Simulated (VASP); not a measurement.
# WS2 (P6_3/mmc) in VASP: notebook

WS2 is run at these levels: PBE; tasks: single point.

Everything below comes from runs of VASP 6.6.1. Logs are shortened: lines on timing, memory, paths and dates and some standing lists are left out, and cuts for length are marked.

### Step 1. The cell of the first run

Symmetry: P6_3/mmc, No. 194, hexagonal system. The conventional cell has a = 3.043 Å, b = 3.043 Å, c = 11.991 Å, α = 90.00°, β = 90.00°, γ = 120.00°. W (site symmetry -6m2) has 6 S at 2.38 Å and 6 W at 3.04 Å within 3.1 Å. Within 3.1 Å of S (site symmetry 3m) lie 3 W at 2.38 Å and 6 S at 3.04 Å.

### Step 2. Single point, PBE (strain -4.0%)

Contents of INCAR:

```
SYSTEM = WS2
PREC = Accurate ; ENCUT = 520
EDIFF = 1E-7 ; ISMEAR = -1
SIGMA = 0.02 ; LREAL = .FALSE.
LASPH = .TRUE. ; NELM = 100
ALGO = Normal ; ISIF = 2
LWAVE = .FALSE. ; LCHARG = .FALSE.
GGA = PE ; NBANDS = 35
```

Contents of KPOINTS:

```
regular mesh
0
G
  12 12 2
  0 0 0
```

Contents of POSCAR:

```
WS2
1.0
    3.0431484417      0.0000000000      0.0000000000
   -1.5215742208      2.6354438580      0.0000000000
    0.0000000000      0.0000000000     11.9914277304
W S
2 4
Direct
    0.3333333333      0.6666666667      0.2500000000
    0.6666666667      0.3333333333      0.7500000000
    0.6666666667      0.3333333333      0.3833422358
    0.6666666667      0.3333333333      0.1166577642
    0.3333333333      0.6666666667      0.8833422358
    0.3333333333      0.6666666667      0.6166577642
```

Potentials or basis: VASP PAW PBE potentials, release 64 (W_sv, S).

Started as:

```
$ cat potpaw_PBE.64/W_sv/POTCAR potpaw_PBE.64/S/POTCAR > POTCAR
$ mpirun -np 1 vasp_std > vasp.out
```

OUTCAR:

```text
SYSTEM = WS2
   PREC = Accurate
   ENCUT = 520
   EDIFF = 1E-7
   ISMEAR = -1
   LREAL = .FALSE.
   LASPH = .TRUE.
   NELM = 100
   ISIF = 2
   GGA = PE

 ion  position               nearest neighbor table
   1  0.333  0.667  0.250-   3 2.38   4 2.38   3 2.38   4 2.38   3 2.38   4 2.38
   2  0.667  0.333  0.750-   5 2.38   6 2.38   5 2.38   6 2.38   5 2.38   6 2.38
   3  0.667  0.333  0.383-   1 2.38   1 2.38   1 2.38
   4  0.667  0.333  0.117-   1 2.38   1 2.38   1 2.38
   5  0.333  0.667  0.883-   2 2.38   2 2.38   2 2.38
   6  0.333  0.667  0.617-   2 2.38   2 2.38   2 2.38

  LATTYP: Found a hexagonal cell.
 ALAT       =     3.0431484417
 C/A-ratio  =     3.9404675651

  Lattice vectors:

 A1 = (   3.0431484417,   0.0000000000,   0.0000000000)
 A2 = (  -1.5215742208,   2.6354438580,   0.0000000000)
 A3 = (   0.0000000000,   0.0000000000,  11.9914277304)

Analysis of symmetry for initial positions (statically):
=====================================================================
 Subroutine PRICEL returns:
 Original cell was already a primitive cell.

 Routine SETGRP: Setting up the symmetry group for a
 hexagonal supercell.

 Subroutine GETGRP returns: Found 24 space group operations
 (whereof 12 operations were pure point group operations)
 out of a pool of 24 trial point group operations.

The static configuration has the point symmetry D_3d.
 The point group associated with its full space group is D_6h.

Analysis of symmetry for dynamics (positions and initial velocities):
=====================================================================
 Subroutine PRICEL returns:
 Original cell was already a primitive cell.

 Routine SETGRP: Setting up the symmetry group for a
 hexagonal supercell.

 Subroutine GETGRP returns: Found 24 space group operations
 (whereof 12 operations were pure point group operations)
 out of a pool of 24 trial point group operations.

The dynamic configuration has the point symmetry D_3d.
 The point group associated with its full space group is D_6h.

 Subroutine INISYM returns: Found 24 space group operations
 (whereof 12 operations are pure point group operations),
 and found     1 'primitive' translations

----------------------------------------------------------------------------------------

                                     Primitive cell

  volume of cell :      96.1718

  direct lattice vectors                    reciprocal lattice vectors
     3.043148442  0.000000000  0.000000000     0.328607039  0.189721363  0.000000000
    -1.521574221  2.635443858  0.000000000     0.000000000  0.379442725  0.000000000
     0.000000000  0.000000000 11.991427730     0.000000000  0.000000000  0.083392906

  length of vectors
     3.043148442  3.043148442 11.991427730     0.379442725  0.379442725  0.083392906

  position of ions in fractional coordinates (direct lattice)
     0.333333333  0.666666667  0.250000000
     0.666666667  0.333333333  0.750000000
     0.666666667  0.333333333  0.383342236
     0.666666667  0.333333333  0.116657764
     0.333333333  0.666666667  0.883342236
     0.333333333  0.666666667  0.616657764

  ion indices of the primitive-cell ions
   primitive index   ion index
                 1           1
                 2           2
                 3           3
                 4           4
                 5           5
                 6           6

----------------------------------------------------------------------------------------

 KPOINTS: regular mesh

Automatic generation of k-mesh.
 Grid dimensions read from file:
 generate k-points for:   12   12    2

 Generating k-lattice:

  Cartesian coordinates                     Fractional coordinates (reciprocal lattice)
     0.027383920  0.015810114  0.000000000     0.083333333  0.000000000  0.000000000
     0.000000000  0.031620227  0.000000000     0.000000000  0.083333333  0.000000000
     0.000000000  0.000000000  0.041696453     0.000000000  0.000000000  0.500000000

  Length of vectors
     0.031620227  0.031620227  0.041696453

  Shift w.r.t. Gamma in fractional coordinates (k-lattice)
     0.000000000  0.000000000  0.000000000

 Subroutine IBZKPT returns following result:
 ===========================================

 Found     38 irreducible k-points:

 Following reciprocal coordinates:
            Coordinates               Weight
  0.000000  0.000000  0.000000      1.000000
  0.083333  0.000000  0.000000      6.000000
  0.166667  0.000000  0.000000      6.000000
  0.250000  0.000000  0.000000      6.000000
  0.333333  0.000000  0.000000      6.000000
  0.416667  0.000000  0.000000      6.000000
[... 16 lines left out ...]
  0.250000  0.000000  0.500000      6.000000
  0.333333  0.000000  0.500000      6.000000
 [... further k-points ...]
   k-points           NKPTS =     38   k-points in BZ     NKDIM =     38   number of bands    NBANDS=     35
   number of dos      NEDOS =    301   number of ions     NIONS =      6
   total plane-waves  NPLWV =  51840
   dimension x,y,z NGX =    24 NGY =   24 NGZ =   90
   dimension x,y,z NGXF=    48 NGYF=   48 NGZF=  180
   ions per type =               2   4
   NGX,Y,Z   is equivalent  to a cutoff of  13.11, 13.11, 12.48 a.u.
   NGXF,Y,Z  is equivalent  to a cutoff of  26.22, 26.22, 24.95 a.u.
 SYSTEM =  WS2
   PREC   = accura    normal or accurate (medium, high low for compatibility)
   ISTART =      0    job   : 0-new  1-cont  2-samecut
   ICHARG =      2    charge: 1-file 2-atom 10-const
   ISPIN  =      1    spin polarized calculation?
   LNONCOLLINEAR =      F non collinear calculations
   LSORBIT =      F    spin-orbit coupling
   LASPH  =      T    aspherical Exc in radial PAW
   ENCUT  =  520.0 eV  38.22 Ry    6.18 a.u.   5.66  5.66 22.30*2*pi/ulx,y,z
   NELM   =    100;   NELMIN=  2; NELMDL= -5     # of ELM steps
   EDIFF  = 0.1E-06   stopping-criterion for ELM
   LREAL  =      F    real-space projection
   EDIFFG = 0.1E-05   stopping-criterion for IOM
   NSW    =      0    number of steps for IOM
   IBRION =     -1    ionic relax: 0-MD 1-quasi-New 2-CG
   NFREE  =      0    steps in history (QN), initial steepest desc. (CG)
   ISIF   =      2    stress and relaxation
   ISYM   =      2    0-nonsym 1-usesym 2-fastsym
   POTIM  = 0.5000    time-step for ionic-motion
   TEBEG  =    0.0;   TEEND  =   0.0 temperature during run
   PSTRESS=    0.0 pullay stress
   NELECT =      52.0000    total number of electrons
   NUPDOWN=      -1.0000    fix difference up-down
   EMIN   =  10.00;   EMAX   =-10.00  energy-range for DOS
   EFERMI =   0.00;   METHOD = LEGACY
   ISMEAR =    -1;   SIGMA  =   0.02  broadening in eV -4-tet -1-fermi 0-gaus
   EFERMI_NEDOS =   21; number of points for ismear=-14 and -15
   IALGO  =     38    algorithm
   IMIX   =      4    mixing-type and parameters
     AMIX     =   0.40;   BMIX     =  1.00
     AMIX_MAG =   1.60;   BMIX_MAG =  1.00
  volume/ion in A,a.u.               =      16.03       108.17
  Fermi-wavevector in a.u.,A,eV,Ry     =   1.333706  2.520338 24.201648  1.778771
  Thomas-Fermi vector in A             =   2.462543
   LORBIT       =      0    0 simple, 1 ext, 2 COOP (PROOUT), +10 PAW based schemes
   GGA     = PE    functional components
   LHFCALC =     F    Hartree Fock is set to
   AEXX    =    0.0000 exact exchange contribution
   IVDW    =     0    specifies the selected vdW correction
   LEPSILON=     F    determine dielectric tensor
   LRPA    =     F    only Hartree local field effects (RPA)
 non-spin polarized calculation
  energy-cutoff  :      520.00
  volume of cell :       96.17
 maximum number of plane-waves:      2612
 NGX is ok and might be reduce to    24
   NGX = 11   NGY = 11   NGZ = 45

 number of electron      52.0000001 magnetization

 Free energy of the ion-electron system (eV)
  ---------------------------------------------------
  ext. energy  EPLUGINS =         0.00000000
  ---------------------------------------------------
  free energy    TOTEN  =       -46.66152184 eV

  energy without entropy =      -46.66152184  energy(sigma->0) =      -46.66152184

 E-fermi :   9.0837     XC(G=0): -11.5568

 val. band max:        8.6521717321   @ k =   0.0000   0.0000   0.0000
 cond. band min:       9.4886973018   @ k =   0.1667   0.1667   0.0000
 fundamental gap:      0.8365255697
 Fermi energy:         9.0837135327

 k-point     1 :       0.0000    0.0000    0.0000
  band No.  band energies     occupation
      1     -65.6810      2.00000
      2     -65.6810      2.00000
      3     -30.0411      2.00000
      4     -30.0410      2.00000
      5     -29.7190      2.00000
      6     -29.7190      2.00000
[... 27 lines left out ...]
     34      11.5646      0.00000
     35      14.2755      0.00000

 k-point     2 :       0.0833    0.0000    0.0000
  band No.  band energies     occupation
      1     -65.6789      2.00000
      2     -65.6789      2.00000
      3     -30.0344      2.00000
      4     -30.0343      2.00000
      5     -29.7557      2.00000
      6     -29.7557      2.00000
[... 27 lines left out ...]
     34      11.6598      0.00000
     35      14.8810      0.00000

 k-point     3 :       0.1667    0.0000    0.0000
  band No.  band energies     occupation
      1     -65.6731      2.00000
      2     -65.6731      2.00000
      3     -30.0160      2.00000
      4     -30.0159      2.00000
      5     -29.8546      2.00000
      6     -29.8546      2.00000
[... 27 lines left out ...]
     34      12.2387      0.00000
     35      15.8647      0.00000
[... 723 lines left out ...]
 k-point    23 :       0.2500    0.0000    0.5000
  band No.  band energies     occupation
      1     -65.6651      2.00000
      2     -65.6651      2.00000
      3     -29.9907      2.00000
      4     -29.9907      2.00000
      5     -29.9874      2.00000
      6     -29.9874      2.00000
[... 27 lines left out ...]
     34      12.6334      0.00000
     35      15.5399      0.00000

 k-point    24 :       0.3333    0.0000    0.5000
  band No.  band energies     occupation
      1     -65.6572      2.00000
      2     -65.6572      2.00000
      3     -30.1174      2.00000
      4     -30.1174      2.00000
      5     -29.9653      2.00000
      6     -29.9653      2.00000
[... 27 lines left out ...]
     34      12.9316      0.00000
     35      14.7327      0.00000

 [... further k-points ...]
[... 5 lines left out ...]
  --------------------------------------------------------------------------------------
  -------------------------------------------------------------------------------------
  Total       11.2922261     11.2922261      5.9542712      0.0000000      0.0000000      0.0000000
  in kB      188.1231950    188.1231950     99.1953674      0.0000000      0.0000000      0.0000000
  external PRESSURE =     158.4805858 kB  Pullay stress =       0.0000000 kB

 VOLUME and BASIS-vectors are now :
 -----------------------------------------------------------------------------
  energy-cutoff  :      520.00
  volume of cell :       96.17
      direct lattice vectors                 reciprocal lattice vectors
     3.043148442  0.000000000  0.000000000     0.328607039  0.189721363  0.000000000
    -1.521574221  2.635443858  0.000000000     0.000000000  0.379442725  0.000000000
     0.000000000  0.000000000 11.991427730     0.000000000  0.000000000  0.083392906

 POSITION                                       TOTAL-FORCE (eV/Angst)
 -----------------------------------------------------------------------------------
     -0.00000      1.75696      2.99786        -0.000000      0.000000      0.000000
      1.52157      0.87848      8.99357         0.000000     -0.000000      0.000000
      1.52157      0.87848      4.59682        -0.000000     -0.000000      0.279551
      1.52157      0.87848      1.39889        -0.000000     -0.000000     -0.279551
     -0.00000      1.75696     10.59253         0.000000      0.000000      0.279551
     -0.00000      1.75696      7.39461         0.000000      0.000000     -0.279551
 -----------------------------------------------------------------------------------
    total drift:                               -0.000000      0.000000     -0.000000

  FREE ENERGIE OF THE ION-ELECTRON SYSTEM (eV)
  ---------------------------------------------------
  free  energy   TOTEN  =       -46.6615218402 eV

  energy  without entropy=      -46.6615218402  energy(sigma->0) =      -46.66152184
```

Run time: 71 s. Hardware: 1 thread of Intel Xeon 6975P-C (Granite Rapids), shared host; peak memory 0.27 GiB.

What came out:

```
Free energy            : -46.6615 eV
Pressure               : 15.8 GPa
Largest force          : 0.280 eV/Å
Band gap on the k mesh : 0.84 eV, indirect (least direct gap 2.07 eV)
```

Forces in eV/Å, atoms in the order of the input:
```
W    0.000  0.000  0.000
W    0.000  0.000  0.000
S    0.000  0.000  0.280
S    0.000  0.000 -0.280
S    0.000  0.000  0.280
S    0.000  0.000 -0.280
```

Stress tensor (GPa, compression positive):
```
18.81  0.00  0.00
 0.00 18.81  0.00
 0.00  0.00  9.92
```

Levels at points of the mesh, in eV from the valence-band top:
| k point | band 22 | band 23 | band 24 | band 25 | band 26 | band 27 | band 28 | band 29 | band 30 | band 31 |
| --- | --- | --- | --- | --- | --- | --- | --- | --- | --- | --- |
| (0.00, 0.00, 0.00) | -1.77 | -1.77 | -1.68 | -1.40 | 0.00 | 2.63 | 2.63 | 2.72 | 2.72 | 2.74 |
| (0.50, 0.00, 0.00) | -2.94 | -1.74 | -1.65 | -1.56 | -1.31 | 2.77 | 3.00 | 3.06 | 3.27 | 3.42 |
| (0.00, 0.00, 0.50) | -1.81 | -1.81 | -1.81 | -0.37 | -0.37 | 2.68 | 2.68 | 2.68 | 2.68 | 2.82 |
| (0.50, 0.00, 0.50) | -3.13 | -1.63 | -1.63 | -1.48 | -1.48 | 3.02 | 3.02 | 3.12 | 3.12 | 3.65 |

Caveat: the cell differs from its parent crystal (strain -4.0%); spin-orbit coupling is left out, which moves the levels of the heavy elements.

### Step 3. Single point, PBE (strain -3.0%)

Contents of INCAR:

```
ALGO = Normal
EDIFF = 1E-6
ENCUT = 520
GGA = PE
ISIF = 2
ISMEAR = -1
LASPH = T
LCHARG = T
LELF = T
LREAL = F
LVHAR = T
LWAVE = F
NBANDS = 35
NELM = 60
PREC = Accurate
SIGMA = 0.02
```

Contents of KPOINTS:

```
k-points
0
Gamma
  12 12 2
```

Contents of POSCAR:

```
WS2
1.0
    3.0748479046      0.0000000000      0.0000000000
   -1.5374239523      2.6628963982      0.0000000000
    0.0000000000      0.0000000000     12.1163384359
W S
2 4
Direct
    0.3333333333      0.6666666667      0.2500000000
    0.6666666667      0.3333333333      0.7500000000
    0.6666666667      0.3333333333      0.3812550822
    0.6666666667      0.3333333333      0.1187449178
    0.3333333333      0.6666666667      0.8812550822
    0.3333333333      0.6666666667      0.6187449178
```

Potentials or basis: VASP PAW PBE potentials, release 64 (W_sv, S).

Started as:

```
$ cat potpaw_PBE.64/W_sv/POTCAR potpaw_PBE.64/S/POTCAR > POTCAR
$ mpirun -np 1 vasp_std > vasp.out
```

Run time: 64 s. Hardware: 1 thread of Intel Xeon 6975P-C (Granite Rapids), shared host; peak memory 0.27 GiB.

It converged, with:

| Quantity | Value |
| --- | --- |
| Free energy | -46.8997 eV |
| Pressure | 12.1 GPa |
| Largest force | 0.255 eV/Å |
| Band gap on the k mesh | 0.91 eV, indirect (least direct gap 2.18 eV) |

Forces in eV/Å, atoms in the order of the input:
```
W    0.000  0.000  0.000
W    0.000  0.000  0.000
S    0.000  0.000  0.255
S    0.000  0.000 -0.255
S    0.000  0.000  0.255
S    0.000  0.000 -0.255
```

Stress tensor (GPa, compression positive):
```
14.11  0.00  0.00
 0.00 14.11  0.00
 0.00  0.00  7.96
```

Levels at points of the mesh, in eV from the valence-band top:
| k point | band 24 | band 25 | band 26 | band 27 | band 28 | band 29 |
| --- | --- | --- | --- | --- | --- | --- |
| (0.00, 0.00, 0.00) | -1.52 | -1.46 | 0.00 | 2.57 | 2.57 | 2.61 |
| (0.50, 0.00, 0.00) | -1.71 | -1.53 | -1.44 | 2.77 | 2.81 | 2.87 |
| (0.00, 0.00, 0.50) | -1.92 | -0.36 | -0.36 | 2.59 | 2.59 | 2.59 |
| (0.50, 0.00, 0.50) | -1.60 | -1.58 | -1.58 | 2.84 | 2.84 | 3.07 |

Caveat: the cell differs from its parent crystal (strain -3.0%); spin-orbit coupling is left out, which moves the levels of the heavy elements; this functional lacks dispersion, which binds the layers, so the pressure and a relaxed spacing across them are unreliable. A k mesh can miss the band edges.

### Step 4. Single point, PBE (strain -2.0%)

Contents of INCAR:

```
SYSTEM = WS2
ALGO = Normal
EDIFF = 1E-6
ENCUT = 520
GGA = PE
ISIF = 2
ISMEAR = -1
LASPH = .TRUE.
LCHARG = .FALSE.
LREAL = .FALSE.
LWAVE = .FALSE.
NBANDS = 35
NELM = 100
PREC = Accurate
SIGMA = 0.02
```

Contents of KPOINTS:

```
k-points
0
G
  12 12 2
  0 0 0
```

Contents of POSCAR:

```
WS2
1.0
    3.1065473675      0.0000000000      0.0000000000
   -1.5532736837      2.6903489383      0.0000000000
    0.0000000000      0.0000000000     12.2412491414
W S
2 4
Direct
    0.3333333333      0.6666666667      0.2500000000
    0.6666666667      0.3333333333      0.7500000000
    0.6666666667      0.3333333333      0.3791820562
    0.6666666667      0.3333333333      0.1208179438
    0.3333333333      0.6666666667      0.8791820562
    0.3333333333      0.6666666667      0.6208179438
```

Started as:

```
$ cat potpaw_PBE.64/W_sv/POTCAR potpaw_PBE.64/S/POTCAR > POTCAR
$ mpirun -np 1 vasp_std > vasp.out
```

It took 67 s on 1 thread of Intel Xeon 6975P-C (Granite Rapids), shared host; peak memory 0.28 GiB.

Results (log left out):

| Quantity | Value |
| --- | --- |
| Free energy | -47.0769 eV |
| Pressure | 8.7 GPa |
| Largest force | 0.233 eV/Å |
| Band gap on the k mesh | 0.97 eV, indirect (least direct gap 2.03 eV) |

Forces on the atoms (eV/Å):
```
W    0.000  0.000  0.000
W    0.000  0.000  0.000
S    0.000  0.000  0.233
S    0.000  0.000 -0.233
S    0.000  0.000  0.233
S    0.000  0.000 -0.233
```

Stress tensor (GPa, compression positive):
```
9.91 0.00 0.00
0.00 9.91 0.00
0.00 0.00 6.39
```

Levels at points of the mesh, in eV from the valence-band top:
```tsv
k point	band 24	band 25	band 26	band 27	band 28	band 29
(0.00, 0.00, 0.00)	-1.51	-1.37	0.00	2.51	2.51	2.51
(0.50, 0.00, 0.00)	-1.69	-1.56	-1.52	2.63	2.68	2.74
(0.00, 0.00, 0.50)	-2.03	-0.34	-0.34	2.49	2.49	2.49
(0.50, 0.00, 0.50)	-1.68	-1.59	-1.59	2.65	2.65	2.99
```

Caveat: the cell differs from its parent crystal (strain -2.0%); spin-orbit coupling is left out, which moves the levels of the heavy elements; this functional lacks dispersion, which binds the layers, so the pressure and a relaxed spacing across them are unreliable.

(Continued in part 2 of 2.)
